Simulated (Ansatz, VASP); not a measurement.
# One calculation of Si4O7, two programs

File INCAR:

```
SYSTEM = Si4O7
  ALGO = Normal
  EDIFF = 1E-7
  ENCUT = 520
  GGA = PE
  ISIF = 2
  ISMEAR = 0
  LASPH = .True.
  LCHARG = .True.
  LELF = .True.
  LREAL = .False.
  LVHAR = .True.
  LWAVE = .False.
  NBANDS = 40
  NELM = 60
  PREC = Accurate
  SIGMA = 0.05
```

File KPOINTS:

```
k-points
0
Gamma
  4 4 4
  0 0 0
```

File POSCAR:

```
Si4O7
1.0
    5.0799801732      0.0000000000      0.0000000000
    0.0000000000      5.0799801732      0.0000000000
    0.0000000000      0.0000000000      7.0914769300
Si O
4 7
Direct
    0.2944292339      0.2944292339      0.0000000000
    0.2055707661      0.7944292339      0.2500000000
    0.7055707661      0.7055707661      0.5000000000
    0.7944292339      0.2055707661      0.7500000000
    0.4053663613      0.7409644515      0.4248320116
    0.7590355485      0.9053663613      0.6748320116
    0.5946336387      0.2590355485      0.9248320116
    0.7409644515      0.4053663613      0.5751679884
    0.9406941150      0.9105010028      0.3093424145
    0.2590355485      0.5946336387      0.0751679884
    0.0946336387      0.2409644515      0.8251679884
```

Input for Ansatz:

```yaml
crystal:
  lattice:
    - [5.0799801732, 0.0, 0.0]
    - [0.0, 5.0799801732, 0.0]
    - [0.0, 0.0, 7.09147693]
  atoms:
    - { symbol: Si, position: [0.2944292339, 0.2944292339, 0.0] }
    - { symbol: Si, position: [0.2055707661, 0.7944292339, 0.25] }
    - { symbol: Si, position: [0.7055707661, 0.7055707661, 0.5] }
    - { symbol: Si, position: [0.7944292339, 0.2055707661, 0.75] }
    - { symbol: O, position: [0.4053663613, 0.7409644515, 0.4248320116] }
    - { symbol: O, position: [0.7590355485, 0.9053663613, 0.6748320116] }
    - { symbol: O, position: [0.5946336387, 0.2590355485, 0.9248320116] }
    - { symbol: O, position: [0.7409644515, 0.4053663613, 0.5751679884] }
    - { symbol: O, position: [0.940694115, 0.9105010028, 0.3093424145] }
    - { symbol: O, position: [0.2590355485, 0.5946336387, 0.0751679884] }
    - { symbol: O, position: [0.0946336387, 0.2409644515, 0.8251679884] }
basis:
  ecutwfc: 420
kpoints:
  mp_grid: { grid: [4, 4, 4] }
hamiltonian:
  xc: pbe
  pseudopotentials: { kind: paw, azcp: { folder: soft_1 } }
scf:
  occupations: { method: gaussian, width: 0.05 }
output:
  forces: true
  stress: true
  eigenvalues: true
  write_density: true
  write_potential: true
  elf: true
  volumetric_format: npy
```

Change from the starting cell: O vacancy; atom 9 moved 0.250 of the way to it and +0.450 Å across, host rigid.

Alike in both runs: task single point; functional PBE; k mesh 4 × 4 × 4; occupations gaussian, width 0.05 eV; no spin polarisation.

|  | VASP | Ansatz |
| --- | --- | --- |
| version | VASP 6.6.1 | Ansatz 0.2.0 |
| potentials or method | VASP PAW PBE potentials, release 64 (Si, O), cutoff 520 eV | scalar-relativistic, plane waves, PAW |
| valence electrons in the cell | 58 | 58 |

Ansatz gave:

| Quantity | Value |
| --- | --- |
| gap on the k mesh at the Fermi level (eV) | 1.50 |
| least direct gap on the mesh (eV) | 1.71 |
| pressure (GPa) | -0.5 |
| traceless stress, the component that is largest in VASP (GPa) | 4.98 |
| rms of the force components (eV/Å) | 1.662 |

**Question.** Estimate VASP's values.

**Answer.** gap on the k mesh at the Fermi level (eV): 1.51; least direct gap on the mesh (eV): 1.71; pressure (GPa): -0.4; traceless stress, the component that is largest in VASP (GPa): 5.09; rms of the force components (eV/Å): 1.683.

Atom by atom the forces differ by 0.030 eV/Å (rms over components). The functional is the same, so the differences come from potentials, cutoffs and numerics.
